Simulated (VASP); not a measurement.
# HfO2 in VASP: single point with PBE+D3(BJ)

Aim: the single point of HfO2 with PBE+D3(BJ).

Everything below comes from runs of VASP 6.6.1. Logs are shortened: lines on timing, memory, paths and dates and some standing lists are left out, and cuts for length are marked.

## (1) The cell of the first run

The cell holds a slab with vacuum, 36 atoms: a = 7.174 Å, b = 7.174 Å, c = 25.322 Å, α = 90.00°, β = 90.00°, γ = 120.00°.

## (2) Single point, PBE+D3(BJ)

INCAR reads:

```
SYSTEM = HfO2
  PREC = Accurate
  ENCUT = 520
  EDIFF = 1E-6
  ISMEAR = 0
  SIGMA = 0.05
  LREAL = Auto
  LASPH = .True.
  NELM = 60
  ALGO = Normal
  ISIF = 2
  LWAVE = .False.
  LCHARG = .False.
  LDIPOL = .True.
  IDIPOL = 3
  DIPOL = 0.5 0.5 0.461
  GGA = PE
  IVDW = 12
  NBANDS = 156
```

KPOINTS reads:

```
Automatic mesh
0
Gamma
  3 3 1
  0 0 0
```

POSCAR reads:

```
HfO2
1.0
    7.1741418864      0.0000000000      0.0000000000
   -3.5870709432      6.2129891240      0.0000000000
    0.0000000000      0.0000000000     25.3220779017
O Hf
24 12
Direct
    0.5000000000      0.5000000000      0.3159298392
    0.5000000000      0.0000000000      0.3159298392
    0.0000000000      0.5000000000      0.3159298392
    0.0000000000      0.0000000000      0.3159298392
    0.6666666666      0.3333333333      0.3737614116
    0.6666666667      0.8333333333      0.3737614116
    0.1666666667      0.3333333333      0.3737614116
    0.1666666667      0.8333333333      0.3737614116
    0.8333333333      0.6666666667      0.4315929839
    0.8333333334      0.1666666667      0.4315929839
    0.3333333334      0.6666666667      0.4315929839
    0.3333333334      0.1666666667      0.4315929839
   -0.0003284765      0.4993430469      0.4823919372
    0.0097830885      0.0058728129      0.4913022533
    0.4947453259      0.4894906518      0.4906233347
    0.4960897244      0.0058728129      0.4913022533
    0.1537354957      0.8074709914      0.5484786678
    0.1573726499      0.3490377965      0.5489531123
    0.6653132858      0.8306265715      0.5406641509
    0.6916651466      0.3490377965      0.5489531123
    0.3662622089      0.6854942022      0.6075140603
    0.3331164142      0.1662328284      0.6009265443
    0.8192319933      0.6854942022      0.6075140603
    0.8180487844      0.1360975689      0.6066927278
    0.3333333334      0.1666666667      0.3448456254
    0.3333333334      0.6666666667      0.3448456254
    0.8333333334      0.1666666667      0.3448456254
    0.8333333333      0.6666666667      0.3448456254
    0.6711951360      0.3357966609      0.4613423804
    0.6665963047      0.8331926095      0.4587142510
    0.1646015249      0.3357966609      0.4613423804
    0.1644738175      0.8289476350      0.4617223078
    0.0007903699      0.5015807399      0.5904286766
   -0.0024950153      0.0012398941      0.5749328844
    0.5016686004      0.5033372008      0.5741422226
    0.5037349094      0.0012398941      0.5749328844
```

Potentials or basis: VASP PAW PBE potentials, release 64 (O, Hf_pv).

Run with:

```bash
$ cat potpaw_PBE.64/O/POTCAR potpaw_PBE.64/Hf_pv/POTCAR > POTCAR
$ mpirun -np 1 vasp_std > vasp.out
```

OUTCAR:

```text
SYSTEM = HfO2
   PREC = Accurate
   ENCUT = 520
   EDIFF = 1E-6
   ISMEAR = 0
   LREAL = Auto
   LASPH = .True.
   NELM = 60
   ISIF = 2
   GGA = PE
   IVDW = 12
 IVDW          = 12

 ion  position               nearest neighbor table
   1  0.500  0.500  0.316-  28 2.20  26 2.20  25 2.20
   2  0.500  0.000  0.316-  25 2.20  26 2.20  27 2.20
   3  0.000  0.500  0.316-  27 2.20  26 2.20  28 2.20
   4  0.000  0.000  0.316-  27 2.20  28 2.20  25 2.20
   5  0.667  0.333  0.374-  25 2.20  27 2.20  28 2.20  29 2.22
   6  0.667  0.833  0.374-  30 2.15  28 2.20  26 2.20  27 2.20
   7  0.167  0.333  0.374-  25 2.20  27 2.20  26 2.20  31 2.22
   8  0.167  0.833  0.374-  26 2.20  28 2.20  25 2.20  32 2.23
   9  0.833  0.667  0.432-  30 2.18  29 2.19  32 2.19  28 2.20
  10  0.833  0.167  0.432-  30 2.18  31 2.19  29 2.19  27 2.20
[... 24 lines left out ...]
  30  0.667  0.833  0.459-  19 2.08   6 2.15  11 2.18   9 2.18  10 2.18  15 2.28  16 2.29  14 2.29
                            26 3.55  28 3.55  27 3.55  35 3.57  31 3.59  29 3.59  32 3.59  32 3.59
  31  0.165  0.336  0.461-  13 2.11  15 2.18  14 2.19  11 2.19  10 2.19   7 2.22  18 2.22  12 2.23
                            32 3.54  29 3.54  35 3.54  34 3.55  30 3.59  30 3.59  26 3.60  27 3.60
  32  0.164  0.829  0.462-  13 2.11  16 2.19  14 2.19  11 2.19   9 2.19  17 2.20   8 2.23  12 2.23
                            31 3.54  29 3.54  36 3.56  34 3.56  30 3.59  30 3.59  26 3.60  28 3.60
  33  0.001  0.502  0.590-  17 2.18  20 2.19  18 2.19  24 2.31  23 2.31  21 2.31  13 2.74  36 3.60
                            34 3.60  35 3.61  35 3.61  34 3.62  36 3.62  32 3.84  29 3.86  31 3.86
  34  0.998  0.001  0.575-  24 2.12  14 2.12  23 2.13  22 2.19  19 2.24  18 2.26  17 2.28  36 3.54
                            31 3.55  32 3.56  35 3.56  30 3.59  33 3.60  35 3.61  33 3.62  36 3.63
  35  0.502  0.503  0.574-  15 2.12  23 2.15  21 2.15  22 2.20  19 2.20  20 2.24  18 2.24  29 3.54
                            31 3.54  34 3.56  36 3.56  30 3.57  36 3.61  34 3.61  33 3.61  33 3.61
  36  0.504  0.001  0.575-  24 2.12  16 2.12  21 2.13  22 2.19  19 2.24  20 2.26  17 2.28  34 3.54
                            29 3.55  32 3.56  35 3.56  30 3.59  33 3.60  35 3.61  33 3.62  34 3.63

  LATTYP: Found a hexagonal cell.
 ALAT       =     7.1741418864
 C/A-ratio  =     3.5296315995

  Lattice vectors:

 A1 = (   7.1741418864,   0.0000000000,   0.0000000000)
 A2 = (  -3.5870709432,   6.2129891240,   0.0000000000)
 A3 = (   0.0000000000,   0.0000000000,  25.3220779017)

Analysis of symmetry for initial positions (statically):
=====================================================================
 Subroutine PRICEL returns:
 Original cell was already a primitive cell.

 Routine SETGRP: Setting up the symmetry group for a
 hexagonal supercell.

 Subroutine GETGRP returns: Found  2 space group operations
 (whereof  1 operations were pure point group operations)
 out of a pool of 24 trial point group operations.

The static configuration has the point symmetry C_1 .
 The point group associated with its full space group is C_1h.

[... 182 lines left out ...]
  Fermi-wavevector in a.u.,A,eV,Ry     =   1.008679  1.906126 13.843012  1.017433
  Thomas-Fermi vector in A             =   2.141560
   LORBIT       =      0    0 simple, 1 ext, 2 COOP (PROOUT), +10 PAW based schemes
   GGA     = PE    functional components
   LHFCALC =     F    Hartree Fock is set to
   AEXX    =    0.0000 exact exchange contribution
   IVDW    =    12    specifies the selected vdW correction
   LEPSILON=     F    determine dielectric tensor
   LRPA    =     F    only Hartree local field effects (RPA)
 non-spin polarized calculation
 Gauss-broadening in eV      SIGMA  =   0.05
  energy-cutoff  :      520.00
  volume of cell :     1128.68
 maximum number of plane-waves:     30389
 NGX is ok and might be reduce to    54
   NGX = 27   NGY = 27   NGZ = 95

 number of electron     264.0000012 magnetization

 dipolmoment           0.000000      0.000000     -0.285828 electrons x Angstroem

 Free energy of the ion-electron system (eV)
  ---------------------------------------------------
  ext. energy  EPLUGINS =         0.00000000
  ---------------------------------------------------
  free energy    TOTEN  =      -356.81369517 eV

  energy without entropy =     -356.81369517  energy(sigma->0) =     -356.81369517

 E-fermi :  -2.1315     XC(G=0):  -4.7247

 val. band max:       -2.4261308984   @ k =   0.0000   0.0000   0.0000
 cond. band min:       0.2324498528   @ k =   0.0000   0.0000   0.0000
 fundamental gap:      2.6585807512
 Fermi energy:        -2.1315230421

 k-point     1 :       0.0000    0.0000    0.0000
  band No.  band energies     occupation
      1     -33.7834      2.00000
      2     -33.4978      2.00000
      3     -33.4893      2.00000
      4     -32.6811      2.00000
      5     -32.6291      2.00000
      6     -32.6288      2.00000
[... 577 lines left out ...]
    143       2.2269      0.00000
    144       2.3097      0.00000
 [bands above 144 left out]

------------------------ aborting loop because EDIFF is reached ----------------------------------------

 vacuum level on the upper side and lower side of the slab       (xc-potential included)        -0.681         0.450

 Edisp (eV)   -6.31574

 E8    (eV) :    -2.8259

  FORCE on cell =-STRESS in cart. coord.  units (eV):
  Direction    XX          YY          ZZ          XY          YZ          ZX
  --------------------------------------------------------------------------------------
  -------------------------------------------------------------------------------------
  Total     -39.31103   -39.51807    -8.78201     0.00000    -0.15461     0.00000
  in kB     -55.80269   -56.09658   -12.46622     0.00000    -0.21947     0.00000
  external pressure =      -41.46 kB  Pullay stress =        0.00 kB

 VOLUME and BASIS-vectors are now :
 -----------------------------------------------------------------------------
  energy-cutoff  :      520.00
  volume of cell :     1128.68
      direct lattice vectors                 reciprocal lattice vectors
     7.174141886  0.000000000  0.000000000     0.139389493  0.080476561  0.000000000
    -3.587070943  6.212989124  0.000000000     0.000000000  0.160953123  0.000000000
     0.000000000  0.000000000 25.322077902     0.000000000  0.000000000  0.039491230

 POSITION                                       TOTAL-FORCE (eV/Angst)
 -----------------------------------------------------------------------------------
      1.79354      3.10649      8.00000        -0.000000      0.067531     -0.588955
      3.58707      0.00000      8.00000         0.066356     -0.029248     -0.589017
     -1.79354      3.10649      8.00000        -0.000000     -0.009160     -0.622564
      0.00000      0.00000      8.00000        -0.066356     -0.029248     -0.589017
      3.58707      2.07100      9.46442         0.136941      0.088816      0.476337
      1.79354      5.17749      9.46442        -0.000000     -0.009655      0.052686
[... 28 lines left out ...]
      1.79354      3.12723     14.53847        -0.000000      0.333254     -1.145433
      3.60942      0.00770     14.55850        -0.053529     -0.368084     -1.376804
 -----------------------------------------------------------------------------------
    total drift:                                0.000011      0.001479     -0.008576

  FREE ENERGIE OF THE ION-ELECTRON SYSTEM (eV)
  ---------------------------------------------------
  free  energy   TOTEN  =      -363.1294328530 eV

  energy  without entropy=     -363.1294328530  energy(sigma->0) =     -363.12943285

 vacuum level on the upper side and lower side of the slab         2.875         4.027
```

stdout:

```text
POSCAR found type information on POSCAR O Hf
 POSCAR found :  2 types and      36 ions
 scaLAPACK will be used
 LDA part: xc-table for (Slater+PW92), standard interpolation
 POSCAR, INCAR and KPOINTS ok, starting setup
 FFT: planning ... GRIDC
 FFT: planning ... GRID_SOFT
 FFT: planning ... GRID
 WAVECAR not read
 entering main loop
```

Run time: 23 min. Hardware: 1 thread of AMD EPYC 9R45 (Zen 5), shared host; peak memory 1.3 GiB.

What came out:

```
Free energy                : -363.1294 eV
Largest force              : 3.669 eV/Å
Band gap on the k mesh     : 2.66 eV
Dispersion energy per atom : -0.175 eV
```

Forces on the atoms (eV/Å):
```
O    0.000  0.068 -0.589
O    0.066 -0.029 -0.589
O    0.000 -0.009 -0.623
O   -0.066 -0.029 -0.589
O    0.137  0.089  0.476
O    0.000 -0.010  0.053
O   -0.137  0.089  0.476
O    0.000 -0.167  0.450
O   -0.883  0.580 -0.146
O    0.000 -1.087 -0.221
O    0.883  0.580 -0.146
O    0.000 -0.070 -0.790
O    0.000 -0.011  0.365
O    0.110  0.104  0.473
O    0.000 -0.125  0.467
O   -0.110  0.104  0.473
O    0.000 -0.430  0.744
O   -0.451  0.174  0.746
O    0.000  0.128  0.557
O    0.451  0.174  0.746
O   -1.073 -0.651  1.105
O    0.000 -0.021  0.327
O    1.073 -0.651  1.105
O    0.000  1.264  1.143
Hf   0.000 -0.036  1.438
Hf  -0.161 -0.057  0.937
Hf   0.000  0.149  0.939
Hf   0.161 -0.057  0.937
Hf   0.089  0.028 -0.760
Hf   0.000  0.026 -0.477
Hf  -0.089  0.028 -0.760
Hf   0.000 -0.086 -0.716
Hf   0.000  0.342 -3.653
Hf   0.054 -0.368 -1.377
Hf   0.000  0.333 -1.145
Hf  -0.054 -0.368 -1.377
```

Caveat: spin-orbit coupling is left out, which moves the levels of the heavy elements.
